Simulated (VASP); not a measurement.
# Hf (P6/mmm) in VASP: a series of runs

Runs on Hf. Level: PBEsol. Tasks: single point, relaxation of cell and atoms.

Everything below comes from runs of VASP 6.6.1. Logs are shortened: lines on timing, memory, paths and dates and some standing lists are left out, and cuts for length are marked.

## 1. The cell of the first run

The structure is hexagonal, space group P6/mmm (No. 191). The conventional cell has a = 4.494 Å, b = 4.494 Å, c = 2.799 Å, α = 90.00°, β = 90.00°, γ = 120.00°. Within 3.4 Å of Hf (site symmetry -6m2) lie 11 Hf at 2.59 to 2.95 Å. Within 3.7 Å of Hf (site symmetry 6/mmm) lie 14 Hf at 2.80 to 2.95 Å.

## 2. Single point, PBEsol

Input file INCAR:

```
ALGO     = Normal         # electronic algorithm
EDIFF    = 1E-6           # SCF threshold, eV
ENCUT    = 520            # plane-wave cutoff, eV
GGA      = PS             # functional
ISIF     = 2              # what is computed and relaxed
ISMEAR   = 0              # smearing method
LASPH    = T              # aspherical terms in the spheres
LCHARG   = T              # write CHGCAR
LELF     = T              # ELF
LREAL    = F              # projectors in reciprocal space
LVHAR    = T            
LWAVE    = F              # write WAVECAR
NBANDS   = 22             # bands
NELM     = 100            # most SCF steps
PREC     = Accurate       # precision mode
SIGMA    = 0.1            # smearing width, eV
```

Input file KPOINTS:

```
k-points
0
Gamma
  12 12 14
```

Input file POSCAR:

```
Hf
1.0
    4.4941783541      0.0000000000      0.0000000000
   -2.2470891770      3.8920726238      0.0000000000
    0.0000000000      0.0000000000      2.7986312225
Hf
3
Direct
    0.6666666667      0.3333333333      0.5000000000
    0.3333333333      0.6666666667      0.5000000000
    0.0000000000      0.0000000000      0.0000000000
```

Potentials or basis: VASP PAW PBE potentials, release 64 (Hf_pv).

Launch:

```bash
$ cat potpaw_PBE.64/Hf_pv/POTCAR > POTCAR
$ mpirun -np 1 vasp_std > vasp.out
```

OUTCAR:

```text
EDIFF = 1E-6
   ENCUT = 520
   GGA = PS
   ISIF = 2
   ISMEAR = 0
   LASPH = T
   LREAL = F
   NELM = 100
   PREC = Accurate

 ion  position               nearest neighbor table
   1  0.667  0.333  0.500-   2 2.59   2 2.59   2 2.59   3 2.95   3 2.95   3 2.95   3 2.95   3 2.95
                             3 2.95   2 3.82   2 3.82   2 3.82   2 3.82   2 3.82   2 3.82
   2  0.333  0.667  0.500-   1 2.59   1 2.59   1 2.59   3 2.95   3 2.95   3 2.95   3 2.95   3 2.95
                             3 2.95   1 3.82   1 3.82   1 3.82   1 3.82   1 3.82   1 3.82
   3  0.000  0.000  0.000-   1 2.95   2 2.95   1 2.95   2 2.95   2 2.95   2 2.95   1 2.95   1 2.95
                             1 2.95   1 2.95   2 2.95   2 2.95

  LATTYP: Found a hexagonal cell.
 ALAT       =     4.4941783541
 C/A-ratio  =     0.6227236665

  Lattice vectors:

 A1 = (   4.4941783541,   0.0000000000,   0.0000000000)
 A2 = (  -2.2470891770,   3.8920726238,   0.0000000000)
 A3 = (   0.0000000000,   0.0000000000,   2.7986312225)

Analysis of symmetry for initial positions (statically):
=====================================================================
 Subroutine PRICEL returns:
 Original cell was already a primitive cell.

 Routine SETGRP: Setting up the symmetry group for a
 hexagonal supercell.

 Subroutine GETGRP returns: Found 24 space group operations
 (whereof 24 operations were pure point group operations)
 out of a pool of 24 trial point group operations.

The static configuration has the point symmetry D_6h.

Analysis of symmetry for dynamics (positions and initial velocities):
=====================================================================
 Subroutine PRICEL returns:
 Original cell was already a primitive cell.

 Routine SETGRP: Setting up the symmetry group for a
 hexagonal supercell.

 Subroutine GETGRP returns: Found 24 space group operations
 (whereof 24 operations were pure point group operations)
 out of a pool of 24 trial point group operations.

The dynamic configuration has the point symmetry D_6h.

 Subroutine INISYM returns: Found 24 space group operations
 (whereof 24 operations are pure point group operations),
 and found     1 'primitive' translations

----------------------------------------------------------------------------------------

                                     Primitive cell

  volume of cell :      48.9527

  direct lattice vectors                    reciprocal lattice vectors
     4.494178354  0.000000000  0.000000000     0.222510083  0.128466256  0.000000000
    -2.247089177  3.892072624  0.000000000     0.000000000  0.256932513  0.000000000
     0.000000000  0.000000000  2.798631223     0.000000000  0.000000000  0.357317531

  length of vectors
     4.494178354  4.494178354  2.798631223     0.256932513  0.256932513  0.357317531

  position of ions in fractional coordinates (direct lattice)
     0.666666667  0.333333333  0.500000000
     0.333333333  0.666666667  0.500000000
     0.000000000  0.000000000  0.000000000

  ion indices of the primitive-cell ions
   primitive index   ion index
                 1           1
                 2           2
                 3           3

----------------------------------------------------------------------------------------

 KPOINTS: k-points

Automatic generation of k-mesh.
 Grid dimensions read from file:
 generate k-points for:   12   12   14

 Generating k-lattice:

  Cartesian coordinates                     Fractional coordinates (reciprocal lattice)
     0.018542507  0.010705521  0.000000000     0.083333333  0.000000000  0.000000000
     0.000000000  0.021411043  0.000000000     0.000000000  0.083333333  0.000000000
     0.000000000  0.000000000  0.025522681     0.000000000  0.000000000  0.071428571

  Length of vectors
     0.021411043  0.021411043  0.025522681

  Shift w.r.t. Gamma in fractional coordinates (k-lattice)
     0.000000000  0.000000000  0.000000000

 Subroutine IBZKPT returns following result:
 ===========================================

 Found    152 irreducible k-points:

 Following reciprocal coordinates:
            Coordinates               Weight
  0.000000  0.000000  0.000000      1.000000
  0.083333 -0.000000  0.000000      6.000000
  0.166667 -0.000000  0.000000      6.000000
  0.250000 -0.000000  0.000000      6.000000
  0.333333 -0.000000  0.000000      6.000000
  0.416667 -0.000000  0.000000      6.000000
[... 16 lines left out ...]
  0.250000 -0.000000  0.071429     12.000000
  0.333333 -0.000000  0.071429     12.000000
 [... further k-points ...]
   k-points           NKPTS =    152   k-points in BZ     NKDIM =    152   number of bands    NBANDS=     22
   number of dos      NEDOS =    301   number of ions     NIONS =      3
   total plane-waves  NPLWV =  31104
   dimension x,y,z NGX =    36 NGY =   36 NGZ =   24
   dimension x,y,z NGXF=    72 NGYF=   72 NGZF=   48
   ions per type =               3
   NGX,Y,Z   is equivalent  to a cutoff of  13.32, 13.32, 14.26 a.u.
   NGXF,Y,Z  is equivalent  to a cutoff of  26.63, 26.63, 28.51 a.u.
 SYSTEM =  unknown system
   PREC   = accura    normal or accurate (medium, high low for compatibility)
   ISTART =      0    job   : 0-new  1-cont  2-samecut
   ICHARG =      2    charge: 1-file 2-atom 10-const
   ISPIN  =      1    spin polarized calculation?
   LNONCOLLINEAR =      F non collinear calculations
   LSORBIT =      F    spin-orbit coupling
   LASPH  =      T    aspherical Exc in radial PAW
   ENCUT  =  520.0 eV  38.22 Ry    6.18 a.u.   8.36  8.36  5.20*2*pi/ulx,y,z
   NELM   =    100;   NELMIN=  2; NELMDL= -5     # of ELM steps
   EDIFF  = 0.1E-05   stopping-criterion for ELM
   LREAL  =      F    real-space projection
   EDIFFG = 0.1E-04   stopping-criterion for IOM
   NSW    =      0    number of steps for IOM
   IBRION =     -1    ionic relax: 0-MD 1-quasi-New 2-CG
   NFREE  =      0    steps in history (QN), initial steepest desc. (CG)
   ISIF   =      2    stress and relaxation
   ISYM   =      2    0-nonsym 1-usesym 2-fastsym
   POTIM  = 0.5000    time-step for ionic-motion
   TEBEG  =    0.0;   TEEND  =   0.0 temperature during run
   PSTRESS=    0.0 pullay stress
   NELECT =      30.0000    total number of electrons
   NUPDOWN=      -1.0000    fix difference up-down
   EMIN   =  10.00;   EMAX   =-10.00  energy-range for DOS
   EFERMI =   0.00;   METHOD = LEGACY
   ISMEAR =     0;   SIGMA  =   0.10  broadening in eV -4-tet -1-fermi 0-gaus
   EFERMI_NEDOS =   21; number of points for ismear=-14 and -15
   IALGO  =     38    algorithm
   IMIX   =      4    mixing-type and parameters
     AMIX     =   0.40;   BMIX     =  1.00
     AMIX_MAG =   1.60;   BMIX_MAG =  1.00
  volume/ion in A,a.u.               =      16.32       110.12
  Fermi-wavevector in a.u.,A,eV,Ry     =   1.390560  2.627777 26.308988  1.933656
  Thomas-Fermi vector in A             =   2.514483
   LORBIT       =      0    0 simple, 1 ext, 2 COOP (PROOUT), +10 PAW based schemes
   GGA     = PS    functional components
   LHFCALC =     F    Hartree Fock is set to
   AEXX    =    0.0000 exact exchange contribution
   IVDW    =     0    specifies the selected vdW correction
   LEPSILON=     F    determine dielectric tensor
   LRPA    =     F    only Hartree local field effects (RPA)
 non-spin polarized calculation
 Gauss-broadening in eV      SIGMA  =   0.10
  energy-cutoff  :      520.00
  volume of cell :       48.95
 maximum number of plane-waves:      1349
 NGX is ok and might be reduce to    36
   NGX = 17   NGY = 17   NGZ = 11

 number of electron      29.9999997 magnetization

 Free energy of the ion-electron system (eV)
  ---------------------------------------------------
  ext. energy  EPLUGINS =         0.00000000
  ---------------------------------------------------
  free energy    TOTEN  =       -29.51666720 eV

  energy without entropy =      -29.50643967  energy(sigma->0) =      -29.51155343

 E-fermi :   6.9322     XC(G=0): -12.9204

 val. band max:        6.9322192725   @ k =   0.3333   0.2500   0.2143
 cond. band min:       6.9329839326   @ k =   0.4167   0.0833   0.2143
 fundamental gap:      0.0007646601
 Fermi energy:         6.9322214526

 k-point     1 :       0.0000    0.0000    0.0000
  band No.  band energies     occupation
      1     -23.6922      2.00000
      2     -23.6922      2.00000
      3     -23.3356      2.00000
      4     -23.3356      2.00000
      5     -22.4735      2.00000
      6     -21.9409      2.00000
[... 14 lines left out ...]
     21      10.4168      0.00000
     22      10.4170      0.00000

 k-point     2 :       0.0833   -0.0000    0.0000
  band No.  band energies     occupation
      1     -23.7708      2.00000
      2     -23.7425      2.00000
      3     -23.2468      2.00000
      4     -23.2336      2.00000
      5     -22.4627      2.00000
      6     -21.9463      2.00000
[... 14 lines left out ...]
     21       9.9254      0.00000
     22      11.0293      0.00000

 k-point     3 :       0.1667   -0.0000    0.0000
  band No.  band energies     occupation
      1     -23.9081      2.00000
      2     -23.7972      2.00000
      3     -23.0802      2.00000
      4     -23.0335      2.00000
      5     -22.4314      2.00000
      6     -21.9972      2.00000
[... 14 lines left out ...]
     21       9.9564      0.00000
     22      11.7027      0.00000
[... 476 lines left out ...]
 k-point    23 :       0.2500   -0.0000    0.0714
  band No.  band energies     occupation
      1     -24.0158      2.00000
      2     -23.7724      2.00000
      3     -22.9042      2.00000
      4     -22.8510      2.00000
      5     -22.4471      2.00000
      6     -22.2478      2.00000
[... 14 lines left out ...]
     21      10.4150      0.00000
     22      12.5841      0.00000

 k-point    24 :       0.3333   -0.0000    0.0714
  band No.  band energies     occupation
      1     -24.1127      2.00000
      2     -23.6855      2.00000
      3     -22.8223      2.00000
      4     -22.7599      2.00000
      5     -22.4254      2.00000
      6     -22.3205      2.00000
[... 14 lines left out ...]
     21      11.1376      0.00000
     22      12.3620      0.00000

 [... further k-points ...]

------------------------ aborting loop because EDIFF is reached ----------------------------------------

  FORCE on cell =-STRESS in cart. coord.  units (eV):
  Direction    XX          YY          ZZ          XY          YZ          ZX
  --------------------------------------------------------------------------------------
  -------------------------------------------------------------------------------------
  Total       15.1099749     15.1099749     15.2477277      0.0000000      0.0000000      0.0000000
  in kB      494.5354288    494.5354288    499.0439526      0.0000000      0.0000000      0.0000000
  external PRESSURE =     496.0382701 kB  Pullay stress =       0.0000000 kB

 VOLUME and BASIS-vectors are now :
 -----------------------------------------------------------------------------
  energy-cutoff  :      520.00
  volume of cell :       48.95
      direct lattice vectors                 reciprocal lattice vectors
     4.494178354  0.000000000  0.000000000     0.222510083  0.128466256  0.000000000
    -2.247089177  3.892072624  0.000000000     0.000000000  0.256932513  0.000000000
     0.000000000  0.000000000  2.798631223     0.000000000  0.000000000  0.357317531

 POSITION                                       TOTAL-FORCE (eV/Angst)
 -----------------------------------------------------------------------------------
      2.24709      1.29736      1.39932        -0.000000      0.000000     -0.000000
     -0.00000      2.59472      1.39932        -0.000000     -0.000000      0.000000
      0.00000      0.00000      0.00000         0.000000      0.000000     -0.000000
 -----------------------------------------------------------------------------------
    total drift:                                0.000000      0.000000     -0.000000

  FREE ENERGIE OF THE ION-ELECTRON SYSTEM (eV)
  ---------------------------------------------------
  free  energy   TOTEN  =       -29.5166671968 eV

  energy  without entropy=      -29.5064396676  energy(sigma->0) =      -29.51155343
```

Wall time 48 s (1 thread of Intel Xeon 6975P-C (Granite Rapids), shared host); peak memory 0.26 GiB.

What came out:

```
Free energy            : -29.5167 eV
Pressure               : 49.6 GPa
Band gap on the k mesh : zero (band 15 reaches 7.56 eV, above the bottom of band 16 at 6.40 eV)
```

Stress tensor (GPa, compression positive):
```
49.45  0.00  0.00
 0.00 49.45  0.00
 0.00  0.00 49.90
```

Caveat: the PAW data sets were made with another functional, which shifts forces and pressure a little; spin-orbit coupling is left out, which moves the levels of the heavy elements.

## 3. Relaxation of cell and atoms, PBEsol, target pressure 50 GPa, at which the enthalpy is minimised

This run uses another cell than the first one, of 21.94 Å³/atom, 1.344 times its volume.

Input file INCAR:

```
SYSTEM = Hf
PREC = Accurate
ENCUT = 600
EDIFF = 1E-6
ISMEAR = 0
SIGMA = 0.1
LREAL = .FALSE.
LASPH = .TRUE.
NELM = 100
ALGO = Normal
ISIF = 3
LWAVE = .FALSE.
LCHARG = .FALSE.
GGA = PS
IBRION = 2
NSW = 100
EDIFFG = -0.002
PSTRESS = 500.0
```

Input file KPOINTS:

```
regular mesh
0
G
  12 12 14
  0 0 0
```

Input file POSCAR:

```
Hf
1.0
    4.9623295440      0.0000000000      0.0000000000
   -2.4811647720      4.2975034470      0.0000000000
    0.0000000000      0.0000000000      3.0862322500
Hf
3
Direct
    0.6666666700      0.3333333300      0.5000000000
    0.3333333300      0.6666666700      0.5000000000
    0.0000000000      0.0000000000      0.0000000000
```

Potentials or basis: VASP PAW PBE potentials, release 64 (Hf_pv).

Launch:

```bash
$ cat potpaw_PBE.64/Hf_pv/POTCAR > POTCAR
$ mpirun -np 1 vasp_std > vasp.out
```

Wall time 24 min (1 thread of AMD EPYC 9R45 (Zen 5), shared host); peak memory 0.33 GiB.

The run converged. Its results:

```
Free energy                                            : -29.4999 eV
Relaxed volume                                         : 16.30 Å³/atom
Relaxed cell                                           : a = 4.490 Å, b = 4.490 Å, c = 2.800 Å, α = 90.00°, β = 90.00°, γ = 120.00°
Space group after relaxing (to 0.05 Å)                 : P6/mmm (No. 191)
Energy change on relaxing (the enthalpy is what falls) : +631.8 meV/atom
Ionic steps                                            : 10
Pressure after relaxing                                : 50.0 GPa
Band gap on the k mesh                                 : zero (band 15 reaches 7.58 eV, above the bottom of band 16 at 6.41 eV)
```

Step by step:
| step | energy change (eV) | largest force (eV/Å) | pressure (GPa) | volume (Å³) |
| --- | --- | --- | --- | --- |
| 1 | 0.0000 | 0.0000 | -3.19 | 65.82 |
| 2 | 79.6315 | 0.0000 | 1758.36 | 17.96 |
| 3 | 0.1398 | 0.0000 | 10.87 | 58.97 |
| 4 | 0.5476 | 0.0000 | 22.76 | 55.01 |
| 5 | 2.0311 | 0.0000 | 52.42 | 48.46 |
| 6 | 1.8853 | 0.0000 | 49.80 | 48.92 |
| 7 | 1.8855 | 0.0000 | 49.83 | 48.92 |
| 8 | 1.8854 | 0.0000 | 49.82 | 48.92 |
| 9 | 1.9183 | 0.0000 | 50.39 | 48.82 |
| 10 | 1.8953 | 0.0000 | 50.00 | 48.89 |

Final structure:
```
Hf
1.0
     4.49029    0.00000    0.00000
    -2.24514    3.88870    0.00000
     0.00000    0.00000    2.79985
Hf
3
Cartesian
  2.2451 1.2962 1.3999
  0.0000 2.5925 1.3999
  0.0000 0.0000 0.0000
```

Levels at points of the mesh, in eV from the Fermi level:
| k point | band 13 | band 14 | band 15 | band 16 | band 17 | band 18 |
| --- | --- | --- | --- | --- | --- | --- |
| (0.00, 0.00, 0.00) | -0.42 | -0.42 | -0.33 | -0.33 | 1.29 | 2.57 |
| (0.50, 0.00, 0.00) | -1.03 | -1.00 | -0.70 | -0.10 | 1.10 | 1.61 |
| (0.00, 0.00, 0.50) | -2.83 | -2.83 | -1.68 | 1.67 | 1.67 | 2.94 |
| (0.50, 0.00, 0.50) | -2.38 | -1.18 | -0.53 | 0.22 | 1.34 | 2.17 |

Caveat: the cell is relaxed towards a set pressure, so the enthalpy falls and the energy may rise; the volume moved by over 15 % at a fixed basis, so the end points are rough; the PAW data sets were made with another functional, which shifts forces and pressure a little; spin-orbit coupling is left out, which moves the levels of the heavy elements.
